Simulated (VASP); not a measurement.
# Si3Ge2 (P6/mmm) in VASP: single point with PBE

Aim: the single point of Si3Ge2 with PBE.

Everything below comes from runs of VASP 6.6.1. Logs are shortened: lines on timing, memory, paths and dates and some standing lists are left out, and cuts for length are marked.

### Step 1. The cell of the first run

The structure is hexagonal, space group P6/mmm (No. 191). Conventional cell: a = 2.753 Å, b = 2.753 Å, c = 12.827 Å, α = 90.00°, β = 90.00°, γ = 120.00°. Within 3.2 Å of Si (site symmetry 6mm) lie 7 Si at 2.45 to 2.75 Å and 1 Ge at 2.59 Å. Within 3.2 Å of Si (site symmetry 6/mmm) lie 8 Si at 2.45 to 2.75 Å. Within 3.4 Å of Ge (site symmetry 6mm) lie 1 Si at 2.59 Å and 7 Ge at 2.75 Å.

### Step 2. Single point, PBE

Input file POSCAR:

```
Si3Ge2
1.0
    2.7531958756      0.0000000000      0.0000000000
   -1.3765979378      2.3843375699      0.0000000000
    0.0000000000      0.0000000000     12.8267439413
Si Ge
3 2
Direct
    0.0000000000      0.0000000000      0.8089243014
    0.0000000000      0.0000000000      0.0000000000
    0.0000000000      0.0000000000      0.1910756986
    0.0000000000      0.0000000000      0.3929296167
    0.0000000000      0.0000000000      0.6070703833
```

Input file INCAR.step1:

```
SYSTEM = Si3Ge2
PREC = Accurate ; ENCUT = 520
EDIFF = 1E-7 ; ISMEAR = 0
SIGMA = 0.1 ; LREAL = .FALSE.
LASPH = .TRUE. ; NELM = 60
ALGO = Normal ; ISIF = 2
LWAVE = .FALSE. ; LCHARG = .TRUE.
GGA = PE ; NBANDS = 28
```

Input file KPOINTS.step1:

```
regular mesh
0
G
  18 18 4
  0 0 0
```

Input file INCAR.step2:

```
SYSTEM = Si3Ge2
PREC = Accurate ; ENCUT = 520
EDIFF = 1E-7 ; ISMEAR = -5
SIGMA = 0.1 ; LREAL = .FALSE.
LASPH = .TRUE. ; NELM = 60
ALGO = Normal ; ISIF = 2
LWAVE = .FALSE. ; LCHARG = .FALSE.
GGA = PE ; LORBIT = 11
NEDOS = 2001 ; ICHARG = 11
```

Input file KPOINTS.step2:

```
regular mesh
0
G
  27 27 6
  0 0 0
```

Potentials or basis: VASP PAW PBE potentials, release 64 (Si, Ge_d).

On the command line:

```bash
> cat potpaw_PBE.64/Si/POTCAR potpaw_PBE.64/Ge_d/POTCAR > POTCAR
> cp INCAR.step1 INCAR
> cp KPOINTS.step1 KPOINTS
> mpirun -np 1 vasp_std > vasp.out
> cp INCAR.step2 INCAR
> cp KPOINTS.step2 KPOINTS
> mpirun -np 1 vasp_std > vasp.out
```

OUTCAR:

```text
SYSTEM = Si3Ge2
   PREC = Accurate
   ENCUT = 520
   EDIFF = 1E-7
   ISMEAR = -5
   LREAL = .FALSE.
   LASPH = .TRUE.
   NELM = 60
   ISIF = 2
   GGA = PE
   LORBIT = 11
   ICHARG = 11

 ion  position               nearest neighbor table
   1  0.000  0.000  0.809-   2 2.45   5 2.59
   2  0.000  0.000  0.000-   1 2.45   3 2.45
   3  0.000  0.000  0.191-   2 2.45   4 2.59
   4  0.000  0.000  0.393-   3 2.59   5 2.75
   5  0.000  0.000  0.607-   1 2.59   4 2.75

  LATTYP: Found a hexagonal cell.
 ALAT       =     2.7531958756
 C/A-ratio  =     4.6588562968

  Lattice vectors:

 A1 = (   2.7531958756,   0.0000000000,   0.0000000000)
 A2 = (  -1.3765979378,   2.3843375699,   0.0000000000)
 A3 = (   0.0000000000,   0.0000000000,  12.8267439413)

Analysis of symmetry for initial positions (statically):
=====================================================================
 Subroutine PRICEL returns:
 Original cell was already a primitive cell.

 Routine SETGRP: Setting up the symmetry group for a
 hexagonal supercell.

 Subroutine GETGRP returns: Found 24 space group operations
 (whereof 24 operations were pure point group operations)
 out of a pool of 24 trial point group operations.

The static configuration has the point symmetry D_6h.

Analysis of symmetry for dynamics (positions and initial velocities):
=====================================================================
 Subroutine PRICEL returns:
 Original cell was already a primitive cell.

 Routine SETGRP: Setting up the symmetry group for a
 hexagonal supercell.

 Subroutine GETGRP returns: Found 24 space group operations
 (whereof 24 operations were pure point group operations)
 out of a pool of 24 trial point group operations.

The dynamic configuration has the point symmetry D_6h.

 Subroutine INISYM returns: Found 24 space group operations
 (whereof 24 operations are pure point group operations),
 and found     1 'primitive' translations

----------------------------------------------------------------------------------------

                                     Primitive cell

  volume of cell :      84.2018

  direct lattice vectors                    reciprocal lattice vectors
     2.753195876  0.000000000  0.000000000     0.363214259  0.209701850  0.000000000
    -1.376597938  2.384337570  0.000000000     0.000000000  0.419403700  0.000000000
     0.000000000  0.000000000 12.826743941     0.000000000  0.000000000  0.077962108

  length of vectors
     2.753195876  2.753195876 12.826743941     0.419403700  0.419403700  0.077962108

  position of ions in fractional coordinates (direct lattice)
     0.000000000  0.000000000  0.808924301
     0.000000000  0.000000000  0.000000000
     0.000000000  0.000000000  0.191075699
     0.000000000  0.000000000  0.392929617
     0.000000000  0.000000000  0.607070383

  ion indices of the primitive-cell ions
   primitive index   ion index
                 1           1
                 2           2
                 3           3
                 4           4
                 5           5

----------------------------------------------------------------------------------------

 KPOINTS: regular mesh

Automatic generation of k-mesh.
 Grid dimensions read from file:
 generate k-points for:   27   27    6

 Generating k-lattice:

  Cartesian coordinates                     Fractional coordinates (reciprocal lattice)
     0.013452380  0.007766735  0.000000000     0.037037037 -0.000000000  0.000000000
     0.000000000  0.015533470  0.000000000     0.000000000  0.037037037  0.000000000
     0.000000000  0.000000000  0.012993685     0.000000000  0.000000000  0.166666667

  Length of vectors
     0.015533470  0.015533470  0.012993685

  Shift w.r.t. Gamma in fractional coordinates (k-lattice)
     0.000000000  0.000000000  0.000000000

 TETIRR: Found   4434 inequivalent tetrahedra from    26244

 Subroutine IBZKPT returns following result:
 ===========================================

 Found    300 irreducible k-points:

 Following reciprocal coordinates:
            Coordinates               Weight
  0.000000  0.000000  0.000000      1.000000
  0.037037  0.000000  0.000000      6.000000
  0.074074  0.000000  0.000000      6.000000
  0.111111  0.000000  0.000000      6.000000
  0.148148  0.000000  0.000000      6.000000
  0.185185  0.000000  0.000000      6.000000
[... 16 lines left out ...]
  0.333333  0.037037  0.000000     12.000000
  0.370370  0.037037  0.000000     12.000000
 [... further k-points ...]
   k-points           NKPTS =    300   k-points in BZ     NKDIM =    300   number of bands    NBANDS=     24
   number of dos      NEDOS =   2001   number of ions     NIONS =      5
   total plane-waves  NPLWV =  38400
   dimension x,y,z NGX =    20 NGY =   20 NGZ =   96
   dimension x,y,z NGXF=    40 NGYF=   40 NGZF=  192
   ions per type =               3   2
   NGX,Y,Z   is equivalent  to a cutoff of  12.08, 12.08, 12.44 a.u.
   NGXF,Y,Z  is equivalent  to a cutoff of  24.15, 24.15, 24.88 a.u.
 SYSTEM =  Si3Ge2
   PREC   = accura    normal or accurate (medium, high low for compatibility)
   ISTART =      0    job   : 0-new  1-cont  2-samecut
   ICHARG =     11    charge: 1-file 2-atom 10-const
   ISPIN  =      1    spin polarized calculation?
   LNONCOLLINEAR =      F non collinear calculations
   LSORBIT =      F    spin-orbit coupling
   LASPH  =      T    aspherical Exc in radial PAW
   ENCUT  =  520.0 eV  38.22 Ry    6.18 a.u.   5.12  5.12 23.85*2*pi/ulx,y,z
   NELM   =     60;   NELMIN=  2; NELMDL=  0     # of ELM steps
   EDIFF  = 0.1E-06   stopping-criterion for ELM
   LREAL  =      F    real-space projection
   EDIFFG = 0.1E-05   stopping-criterion for IOM
   NSW    =      0    number of steps for IOM
   IBRION =     -1    ionic relax: 0-MD 1-quasi-New 2-CG
   NFREE  =      0    steps in history (QN), initial steepest desc. (CG)
   ISIF   =      2    stress and relaxation
   ISYM   =      2    0-nonsym 1-usesym 2-fastsym
   POTIM  = 0.5000    time-step for ionic-motion
   TEBEG  =    0.0;   TEEND  =   0.0 temperature during run
   PSTRESS=    0.0 pullay stress
   NELECT =      40.0000    total number of electrons
   NUPDOWN=      -1.0000    fix difference up-down
   EMIN   =  10.00;   EMAX   =-10.00  energy-range for DOS
   EFERMI =   0.00;   METHOD = LEGACY
   ISMEAR =    -5;   SIGMA  =   0.10  broadening in eV -4-tet -1-fermi 0-gaus
   EFERMI_NEDOS =   21; number of points for ismear=-14 and -15
   IALGO  =     38    algorithm
   IMIX   =      4    mixing-type and parameters
     AMIX     =   0.40;   BMIX     =  1.00
     AMIX_MAG =   1.60;   BMIX_MAG =  1.00
  volume/ion in A,a.u.               =      16.84       113.64
  Fermi-wavevector in a.u.,A,eV,Ry     =   1.277383  2.413904 22.200720  1.631707
  Thomas-Fermi vector in A             =   2.409985
   LORBIT       =     11    0 simple, 1 ext, 2 COOP (PROOUT), +10 PAW based schemes
   GGA     = PE    functional components
   LHFCALC =     F    Hartree Fock is set to
   AEXX    =    0.0000 exact exchange contribution
   IVDW    =     0    specifies the selected vdW correction
   LEPSILON=     F    determine dielectric tensor
   LRPA    =     F    only Hartree local field effects (RPA)
 non-spin polarized calculation
 Fermi weights with tetrahedron method with Bloechl corrections
  energy-cutoff  :      520.00
  volume of cell :       84.20
 maximum number of plane-waves:      2290

 number of electron      39.9999977 magnetization

 Free energy of the ion-electron system (eV)
  ---------------------------------------------------
  ext. energy  EPLUGINS =         0.00000000
  ---------------------------------------------------
  free energy    TOTEN  =       -23.64374177 eV

  energy without entropy =      -23.64374177  energy(sigma->0) =      -23.64374177

 E-fermi :   8.0076     XC(G=0): -11.0310

 val. band max:        8.1059707289   @ k =   0.3333   0.1481   0.3333
 cond. band min:       7.9792895374   @ k =   0.2222   0.1481   0.5000
 fundamental gap:     -0.1266811914
 Fermi energy:         8.0076478378

 k-point     1 :       0.0000    0.0000    0.0000
  band No.  band energies     occupation
      1     -16.8086      2.00000
      2     -16.7726      2.00000
      3     -16.7726      2.00000
      4     -16.7686      2.00000
      5     -16.7686      2.00000
      6     -16.7274      2.00000
[... 16 lines left out ...]
     23      16.6793      0.00000
     24      17.5073      0.00000

 k-point     2 :       0.0370    0.0000    0.0000
  band No.  band energies     occupation
      1     -16.8072      2.00000
      2     -16.7731      2.00000
      3     -16.7703      2.00000
      4     -16.7691      2.00000
      5     -16.7663      2.00000
      6     -16.7257      2.00000
[... 16 lines left out ...]
     23      16.9876      0.00000
     24      17.0956      0.00000

 k-point     3 :       0.0741    0.0000    0.0000
  band No.  band energies     occupation
      1     -16.8034      2.00000
      2     -16.7741      2.00000
      3     -16.7709      2.00000
      4     -16.7635      2.00000
      5     -16.7595      2.00000
      6     -16.7205      2.00000
[... 16 lines left out ...]
     23      16.1620      0.00000
     24      16.5289      0.00000

 k-point     4 :       0.1111    0.0000    0.0000
  band No.  band energies     occupation
      1     -16.7994      2.00000
      2     -16.7744      2.00000
      3     -16.7736      2.00000
      4     -16.7524      2.00000
      5     -16.7486      2.00000
      6     -16.7116      2.00000
[... 16 lines left out ...]
     23      15.5104      0.00000
     24      15.7886      0.00000

 k-point     5 :       0.1481    0.0000    0.0000
  band No.  band energies     occupation
      1     -16.7992      2.00000
      2     -16.7797      2.00000
      3     -16.7681      2.00000
      4     -16.7378      2.00000
      5     -16.7342      2.00000
      6     -16.6993      2.00000
[... 16 lines left out ...]
     23      14.9732      0.00000
     24      15.7510      0.00000

 k-point     6 :       0.1852    0.0000    0.0000
  band No.  band energies     occupation
      1     -16.8034      2.00000
      2     -16.7864      2.00000
      3     -16.7572      2.00000
      4     -16.7203      2.00000
      5     -16.7169      2.00000
      6     -16.6844      2.00000
[... 16 lines left out ...]
     23      14.3334      0.00000
     24      14.4645      0.00000
[... 379 lines left out ...]
 k-point    21 :       0.2593    0.0370    0.0000
  band No.  band energies     occupation
      1     -16.8193      2.00000
      2     -16.8044      2.00000
      3     -16.7235      2.00000
      4     -16.7037      2.00000
      5     -16.6723      2.00000
      6     -16.6689      2.00000
[... 16 lines left out ...]
     23      11.1058      0.00000
     24      11.4304      0.00000

 k-point    22 :       0.2963    0.0370    0.0000
  band No.  band energies     occupation
      1     -16.8270      2.00000
      2     -16.8122      2.00000
      3     -16.7152      2.00000
      4     -16.7085      2.00000
      5     -16.6770      2.00000
      6     -16.6579      2.00000
[... 16 lines left out ...]
     23      11.3053      0.00000
     24      11.3895      0.00000

 k-point    23 :       0.3333    0.0370    0.0000
  band No.  band energies     occupation
      1     -16.8341      2.00000
      2     -16.8194      2.00000
      3     -16.7254      2.00000
      4     -16.6951      2.00000
      5     -16.6857      2.00000
      6     -16.6603      2.00000
[... 16 lines left out ...]
     23      11.6847      0.00000
     24      11.7228      0.00000

 k-point    24 :       0.3704    0.0370    0.0000
  band No.  band energies     occupation
      1     -16.8401      2.00000
      2     -16.8255      2.00000
      3     -16.7340      2.00000
      4     -16.6930      2.00000
      5     -16.6838      2.00000
      6     -16.6623      2.00000
[... 16 lines left out ...]
     23      11.8361      0.00000
     24      12.0387      0.00000

 [... further k-points ...]

------------------------ aborting loop because EDIFF is reached ----------------------------------------

  FORCE on cell =-STRESS in cart. coord.  units (eV):
  Direction    XX          YY          ZZ          XY          YZ          ZX
  --------------------------------------------------------------------------------------
  -------------------------------------------------------------------------------------
  Total       -0.1152856     -0.1152856     -0.9858042      0.0000000      0.0000000      0.0000000
  in kB       -2.1936354     -2.1936354    -18.7577160      0.0000000      0.0000000      0.0000000
  external PRESSURE =      -7.7149956 kB  Pullay stress =       0.0000000 kB

 VOLUME and BASIS-vectors are now :
 -----------------------------------------------------------------------------
  energy-cutoff  :      520.00
  volume of cell :       84.20
      direct lattice vectors                 reciprocal lattice vectors
     2.753195876  0.000000000  0.000000000     0.363214259  0.209701850  0.000000000
    -1.376597938  2.384337570  0.000000000     0.000000000  0.419403700  0.000000000
     0.000000000  0.000000000 12.826743941     0.000000000  0.000000000  0.077962108

 POSITION                                       TOTAL-FORCE (eV/Angst)
 -----------------------------------------------------------------------------------
      0.00000      0.00000     10.37586         0.000000     -0.000000      0.024730
      0.00000      0.00000      0.00000         0.000000      0.000000     -0.000000
      0.00000      0.00000      2.45088         0.000000      0.000000     -0.024730
      0.00000      0.00000      5.04001        -0.000000     -0.000000     -0.042976
      0.00000      0.00000      7.78674         0.000000      0.000000      0.042976
 -----------------------------------------------------------------------------------
    total drift:                               -0.000000      0.000000      0.000000

  FREE ENERGIE OF THE ION-ELECTRON SYSTEM (eV)
  ---------------------------------------------------
  free  energy   TOTEN  =       -23.6437417736 eV

  energy  without entropy=      -23.6437417736  energy(sigma->0) =      -23.64374177

 total charge

# of ion       s       p       d       tot
------------------------------------------
    1        0.804   0.756   0.000   1.560
    2        0.794   0.779   0.000   1.573
    3        0.804   0.756   0.000   1.560
    4        1.213   1.050  10.040  12.303
    5        1.213   1.050  10.040  12.303
--------------------------------------------------
tot          4.828   4.391  20.081  29.300
```

Wall time 23 min (1 thread of Intel Xeon 8259CL, shared host); peak memory 0.58 GiB.

What came out:

- Valence electrons inside the program's atomic spheres: Si 1.56, 1.57 (each value once); Ge 12.30

Caveat: the highest band is partly filled, so the run has too few bands.
